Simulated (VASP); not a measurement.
# BN in VASP: single point with PBE

Aim: the single point of BN with PBE.

All numbers are computed with VASP 6.6.1; they aren't measurements. Logs are shortened: lines on timing, memory, paths and dates and some standing lists are left out, and cuts for length are marked.

## Step 1: The cell of the first run

The cell holds a slab with vacuum, 6 atoms: a = 2.504 Å, b = 2.504 Å, c = 21.661 Å, α = 90.00°, β = 90.00°, γ = 120.00°.

## Step 2: Single point, PBE

The input, INCAR:

```
SYSTEM = BN
PREC     = Accurate       ! precision mode
ENCUT    = 520            ! plane-wave cutoff, eV
EDIFF    = 1E-6           ! SCF threshold, eV
ISMEAR   = -1             ! smearing method
SIGMA    = 0.05           ! smearing width, eV
LREAL    = .FALSE.        ! projectors in reciprocal space
LASPH    = .TRUE.         ! aspherical terms in the spheres
NELM     = 60             ! most SCF steps
ALGO     = Normal         ! electronic algorithm
ISIF     = 2              ! what is computed and relaxed
LWAVE    = .FALSE.        ! write WAVECAR
LCHARG   = .FALSE.        ! write CHGCAR
LDIPOL   = .TRUE.       
IDIPOL   = 3            
DIPOL    = 0.5 0.5 0.500
GGA      = PE             ! functional
NBANDS   = 21             ! bands
```

The input, KPOINTS:

```
regular mesh
0
G
  12 12 1
  0 0 0
```

The input, POSCAR:

```
BN
1.0
    2.5039917043      0.0000000000      0.0000000000
   -1.2519958521      2.1685204268      0.0000000000
    0.0000000000      0.0000000000     21.6612000000
B N
3 3
Direct
    0.3333333333      0.6666666666      0.3462412055
    0.6666666667      0.3333333334      0.5000000000
    0.3333333333      0.6666666666      0.6537587945
    0.6666666667      0.3333333334      0.3462412055
    0.3333333333      0.6666666666      0.5000000000
    0.6666666667      0.3333333334      0.6537587945
```

Potentials or basis: VASP PAW PBE potentials, release 64 (B, N).

Started as:

```sh
> cat potpaw_PBE.64/B/POTCAR potpaw_PBE.64/N/POTCAR > POTCAR
> mpirun -np 1 vasp_std > vasp.out
```

OUTCAR:

```text
SYSTEM = BN
   PREC = Accurate
   ENCUT = 520
   EDIFF = 1E-6
   ISMEAR = -1
   LREAL = .FALSE.
   LASPH = .TRUE.
   NELM = 60
   ISIF = 2
   GGA = PE

 ion  position               nearest neighbor table
   1  0.333  0.667  0.346-   4 1.45   4 1.45   4 1.45
   2  0.667  0.333  0.500-   5 1.45   5 1.45   5 1.45
   3  0.333  0.667  0.654-   6 1.45   6 1.45   6 1.45
   4  0.667  0.333  0.346-   1 1.45   1 1.45   1 1.45
   5  0.333  0.667  0.500-   2 1.45   2 1.45   2 1.45
   6  0.667  0.333  0.654-   3 1.45   3 1.45   3 1.45

  LATTYP: Found a hexagonal cell.
 ALAT       =     2.5039917043
 C/A-ratio  =     8.6506676371

  Lattice vectors:

 A1 = (   2.5039917043,   0.0000000000,   0.0000000000)
 A2 = (  -1.2519958521,   2.1685204268,   0.0000000000)
 A3 = (   0.0000000000,   0.0000000000,  21.6612000000)

Analysis of symmetry for initial positions (statically):
=====================================================================
 Subroutine PRICEL returns:
 Original cell was already a primitive cell.

 Routine SETGRP: Setting up the symmetry group for a
 hexagonal supercell.

 Subroutine GETGRP returns: Found 12 space group operations
 (whereof 12 operations were pure point group operations)
 out of a pool of 24 trial point group operations.

The static configuration has the point symmetry D_3h.

Analysis of symmetry for dynamics (positions and initial velocities):
=====================================================================
 Subroutine PRICEL returns:
 Original cell was already a primitive cell.

 Routine SETGRP: Setting up the symmetry group for a
 hexagonal supercell.

 Subroutine GETGRP returns: Found 12 space group operations
 (whereof 12 operations were pure point group operations)
 out of a pool of 24 trial point group operations.

The dynamic configuration has the point symmetry D_3h.

 Subroutine INISYM returns: Found 12 space group operations
 (whereof 12 operations are pure point group operations),
 and found     1 'primitive' translations

----------------------------------------------------------------------------------------

                                     Primitive cell

  volume of cell :     117.6194

  direct lattice vectors                    reciprocal lattice vectors
     2.503991704  0.000000000  0.000000000     0.399362345  0.230571958  0.000000000
    -1.251995852  2.168520427  0.000000000     0.000000000  0.461143915  0.000000000
     0.000000000  0.000000000 21.661200000     0.000000000  0.000000000  0.046165494

  length of vectors
     2.503991704  2.503991704 21.661200000     0.461143915  0.461143915  0.046165494

  position of ions in fractional coordinates (direct lattice)
     0.333333333  0.666666667  0.346241206
     0.666666667  0.333333333  0.500000000
     0.333333333  0.666666667  0.653758794
     0.666666667  0.333333333  0.346241206
     0.333333333  0.666666667  0.500000000
     0.666666667  0.333333333  0.653758794

  ion indices of the primitive-cell ions
   primitive index   ion index
                 1           1
                 2           2
                 3           3
                 4           4
                 5           5
                 6           6

----------------------------------------------------------------------------------------

 KPOINTS: regular mesh

Automatic generation of k-mesh.
 Grid dimensions read from file:
 generate k-points for:   12   12    1

 Generating k-lattice:

  Cartesian coordinates                     Fractional coordinates (reciprocal lattice)
     0.033280195  0.019214330  0.000000000     0.083333333 -0.000000000  0.000000000
     0.000000000  0.038428660  0.000000000     0.000000000  0.083333333  0.000000000
     0.000000000  0.000000000  0.046165494     0.000000000  0.000000000  1.000000000

  Length of vectors
     0.038428660  0.038428660  0.046165494

  Shift w.r.t. Gamma in fractional coordinates (k-lattice)
     0.000000000  0.000000000  0.000000000

 Subroutine IBZKPT returns following result:
 ===========================================

 Found     19 irreducible k-points:

 Following reciprocal coordinates:
            Coordinates               Weight
  0.000000  0.000000  0.000000      1.000000
  0.083333  0.000000  0.000000      6.000000
  0.166667  0.000000  0.000000      6.000000
  0.250000  0.000000  0.000000      6.000000
  0.333333  0.000000  0.000000      6.000000
  0.416667  0.000000  0.000000      6.000000
[... 11 lines left out ...]
  0.333333  0.250000  0.000000     12.000000
  0.333333  0.333333  0.000000      2.000000
   k-points           NKPTS =     19   k-points in BZ     NKDIM =     19   number of bands    NBANDS=     21
   number of dos      NEDOS =    301   number of ions     NIONS =      6
   total plane-waves  NPLWV =  64800
   dimension x,y,z NGX =    20 NGY =   20 NGZ =  162
   dimension x,y,z NGXF=    40 NGYF=   40 NGZF=  324
   ions per type =               3   3
   NGX,Y,Z   is equivalent  to a cutoff of  13.28, 13.28, 12.43 a.u.
   NGXF,Y,Z  is equivalent  to a cutoff of  26.56, 26.56, 24.87 a.u.
 SYSTEM =  BN
   PREC   = accura    normal or accurate (medium, high low for compatibility)
   ISTART =      0    job   : 0-new  1-cont  2-samecut
   ICHARG =      2    charge: 1-file 2-atom 10-const
   ISPIN  =      1    spin polarized calculation?
   LNONCOLLINEAR =      F non collinear calculations
   LSORBIT =      F    spin-orbit coupling
   LASPH  =      T    aspherical Exc in radial PAW
   ENCUT  =  520.0 eV  38.22 Ry    6.18 a.u.   4.66  4.66 40.28*2*pi/ulx,y,z
   NELM   =     60;   NELMIN=  2; NELMDL= -5     # of ELM steps
   EDIFF  = 0.1E-05   stopping-criterion for ELM
   LREAL  =      F    real-space projection
   EDIFFG = 0.1E-04   stopping-criterion for IOM
   NSW    =      0    number of steps for IOM
   IBRION =     -1    ionic relax: 0-MD 1-quasi-New 2-CG
   NFREE  =      0    steps in history (QN), initial steepest desc. (CG)
   ISIF   =      2    stress and relaxation
   ISYM   =      2    0-nonsym 1-usesym 2-fastsym
   POTIM  = 0.5000    time-step for ionic-motion
   TEBEG  =    0.0;   TEEND  =   0.0 temperature during run
   PSTRESS=    0.0 pullay stress
   NELECT =      24.0000    total number of electrons
   NUPDOWN=      -1.0000    fix difference up-down
   EMIN   =  10.00;   EMAX   =-10.00  energy-range for DOS
   EFERMI =   0.00;   METHOD = LEGACY
   ISMEAR =    -1;   SIGMA  =   0.05  broadening in eV -4-tet -1-fermi 0-gaus
   EFERMI_NEDOS =   21; number of points for ismear=-14 and -15
   IALGO  =     38    algorithm
   IMIX   =      4    mixing-type and parameters
     AMIX     =   0.40;   BMIX     =  1.00
     AMIX_MAG =   1.60;   BMIX_MAG =  1.00
  volume/ion in A,a.u.               =      19.60       132.29
  Fermi-wavevector in a.u.,A,eV,Ry     =   0.963797  1.821312 12.638517  0.928905
  Thomas-Fermi vector in A             =   2.093373
   LORBIT       =      0    0 simple, 1 ext, 2 COOP (PROOUT), +10 PAW based schemes
   GGA     = PE    functional components
   LHFCALC =     F    Hartree Fock is set to
   AEXX    =    0.0000 exact exchange contribution
   IVDW    =     0    specifies the selected vdW correction
   LEPSILON=     F    determine dielectric tensor
   LRPA    =     F    only Hartree local field effects (RPA)
 non-spin polarized calculation
  energy-cutoff  :      520.00
  volume of cell :      117.62
 maximum number of plane-waves:      3213
 NGX is ok and might be reduce to    20
   NGX =  9   NGY =  9   NGZ = 81

 number of electron      23.9999998 magnetization

 dipolmoment           0.000000      0.000000      0.000000 electrons x Angstroem

 Free energy of the ion-electron system (eV)
  ---------------------------------------------------
  ext. energy  EPLUGINS =         0.00000000
  ---------------------------------------------------
  free energy    TOTEN  =       -52.75410642 eV

  energy without entropy =      -52.75410642  energy(sigma->0) =      -52.75410642

 E-fermi :  -1.0391     XC(G=0):  -5.0289

 val. band max:       -2.0981766580   @ k =   0.3333   0.3333   0.0000
 cond. band min:       2.2716305280   @ k =   0.5000   0.0000   0.0000
 fundamental gap:      4.3698071861
 Fermi energy:        -1.0390953243

 k-point     1 :       0.0000    0.0000    0.0000
  band No.  band energies     occupation
      1     -19.8711      2.00000
      2     -19.7619      2.00000
      3     -19.6668      2.00000
      4      -8.0524      2.00000
      5      -7.3590      2.00000
      6      -6.5862      2.00000
[... 13 lines left out ...]
     20       9.0518      0.00000
     21       9.4512      0.00000

 k-point     2 :       0.0833    0.0000    0.0000
  band No.  band energies     occupation
      1     -19.7358      2.00000
      2     -19.6282      2.00000
      3     -19.5346      2.00000
      4      -7.8679      2.00000
      5      -7.1803      2.00000
      6      -6.4149      2.00000
[... 13 lines left out ...]
     20       9.0815      0.00000
     21       9.3137      0.00000

 k-point     3 :       0.1667    0.0000    0.0000
  band No.  band energies     occupation
      1     -19.3371      2.00000
      2     -19.2343      2.00000
      3     -19.1457      2.00000
      4      -7.3224      2.00000
      5      -6.6562      2.00000
      6      -5.9178      2.00000
[... 13 lines left out ...]
     20       8.9356      0.00000
     21       8.9391      0.00000
[... 337 lines left out ...]
 k-point    18 :       0.3333    0.2500    0.0000
  band No.  band energies     occupation
      1     -16.3161      2.00000
      2     -16.2845      2.00000
      3     -16.2679      2.00000
      4     -10.2521      2.00000
      5     -10.2117      2.00000
      6     -10.1855      2.00000
[... 13 lines left out ...]
     20      11.3190      0.00000
     21      11.5678      0.00000

 k-point    19 :       0.3333    0.3333    0.0000
  band No.  band energies     occupation
      1     -16.1050      2.00000
      2     -16.0902      2.00000
      3     -16.0901      2.00000
      4     -10.0637      2.00000
      5     -10.0003      2.00000
      6      -9.9516      2.00000
[... 13 lines left out ...]
     20      11.5044      0.00000
     21      11.5623      0.00000

------------------------ aborting loop because EDIFF is reached ----------------------------------------

 vacuum level on the upper side and lower side of the slab       (xc-potential included)        -0.137        -0.137

  FORCE on cell =-STRESS in cart. coord.  units (eV):
  Direction    XX          YY          ZZ          XY          YZ          ZX
  --------------------------------------------------------------------------------------
  -------------------------------------------------------------------------------------
  Total        1.2535535      1.2535535      0.5892926      0.0000000      0.0000000      0.0000000
  in kB       17.0755439     17.0755439      8.0271733      0.0000000      0.0000000      0.0000000
  external PRESSURE =      14.0594203 kB  Pullay stress =       0.0000000 kB

 VOLUME and BASIS-vectors are now :
 -----------------------------------------------------------------------------
  energy-cutoff  :      520.00
  volume of cell :      117.62
      direct lattice vectors                 reciprocal lattice vectors
     2.503991704  0.000000000  0.000000000     0.399362345  0.230571958  0.000000000
    -1.251995852  2.168520427  0.000000000     0.000000000  0.461143915  0.000000000
     0.000000000  0.000000000 21.661200000     0.000000000  0.000000000  0.046165494

 POSITION                                       TOTAL-FORCE (eV/Angst)
 -----------------------------------------------------------------------------------
      0.00000      1.44568      7.50000        -0.000000     -0.000000     -0.030608
      1.25200      0.72284     10.83060         0.000000      0.000000      0.000000
      0.00000      1.44568     14.16120        -0.000000     -0.000000      0.030608
      1.25200      0.72284      7.50000        -0.000000      0.000000     -0.066255
      0.00000      1.44568     10.83060        -0.000000      0.000000      0.000000
      1.25200      0.72284     14.16120        -0.000000      0.000000      0.066255
 -----------------------------------------------------------------------------------
    total drift:                               -0.000000      0.000000      0.000000

  FREE ENERGIE OF THE ION-ELECTRON SYSTEM (eV)
  ---------------------------------------------------
  free  energy   TOTEN  =       -52.7541064165 eV

  energy  without entropy=      -52.7541064165  energy(sigma->0) =      -52.75410642

 vacuum level on the upper side and lower side of the slab         3.631         3.631
```

It took 2.3 min on 1 thread of Intel Xeon Platinum 8259CL at 2.50GHz (Skylake/Cascade Lake), shared host; peak memory 0.23 GiB.

Results:

- Free energy: -52.7541 eV
- Largest force: 0.066 eV/Å
- Band gap on the k mesh: 4.37 eV, indirect (least direct gap 4.67 eV)

Forces on the atoms (eV/Å):
```
B    0.000  0.000 -0.031
B    0.000  0.000  0.000
B    0.000  0.000  0.031
N    0.000  0.000 -0.066
N    0.000  0.000  0.000
N    0.000  0.000  0.066
```

Levels at points of the mesh, in eV from the valence-band top:
| k point | band 10 | band 11 | band 12 | band 13 | band 14 | band 15 |
| --- | --- | --- | --- | --- | --- | --- |
| (0.00, 0.00, 0.00) | -1.33 | -1.32 | -1.32 | 4.85 | 5.16 | 6.04 |
| (0.50, 0.00, 0.00) | -1.29 | -0.91 | -0.58 | 4.37 | 4.77 | 5.33 |
